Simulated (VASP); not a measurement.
Here is a VASP 6.6.1 calculation.

File INCAR:

```
PREC = Accurate
ENCUT = 520
EDIFF = 1E-6
ISMEAR = -1
SIGMA = 0.02
LREAL = False
LASPH = True
NELM = 60
ALGO = Normal
ISIF = 2
LWAVE = False
LCHARG = False
LDIPOL = True
IDIPOL = 3
DIPOL = 0.5 0.5 0.500
GGA = PS
IBRION = 2
NSW = 32
EDIFFG = -0.01
```

Contents of KPOINTS:

```
Automatic mesh
0
Gamma
  9 9 1
```

File POSCAR:

```
Ge
1.0
    4.0132784969      0.0000000000      0.0000000000
   -2.0066392484      3.4756011308      0.0000000000
    0.0000000000      0.0000000000     20.0960000000
Ge
4
Direct
    0.1666666667      0.3333333333      0.3975202224
    0.5000000000      1.0000000000      0.4349585441
    0.5000000000      1.0000000000      0.5650414327
    0.8333333333      0.6666666667      0.6024798013
```

Potentials or basis: VASP PAW PBE potentials, release 64 (Ge_d).

Launch:

```sh
$ cat potpaw_PBE.64/Ge_d/POTCAR > POTCAR
$ mpirun -np 1 vasp_std > vasp.out
```

What does it give for the band gap on the k mesh?

Zero (bands 28 and 29 overlap by 0.03 eV).

What does it give for the energy gained by relaxing?

0.0 meV/atom.

Final structure:
```cif
data_structure
_symmetry_space_group_name_H-M 'P 1'
_symmetry_Int_Tables_number 1
_cell_length_a 4.0133
_cell_length_b 4.0133
_cell_length_c 20.0960
_cell_angle_alpha 90.000
_cell_angle_beta 90.000
_cell_angle_gamma 120.000
_cell_volume 280.31
loop_
_atom_site_label
_atom_site_type_symbol
_atom_site_fract_x
_atom_site_fract_y
_atom_site_fract_z
_atom_site_occupancy
Ge1 Ge 0.16667 0.33333 0.39755 1
Ge2 Ge 0.50000 0.00000 0.43493 1
Ge3 Ge 0.50000 0.00000 0.56507 1
Ge4 Ge 0.83333 0.66667 0.60245 1
```
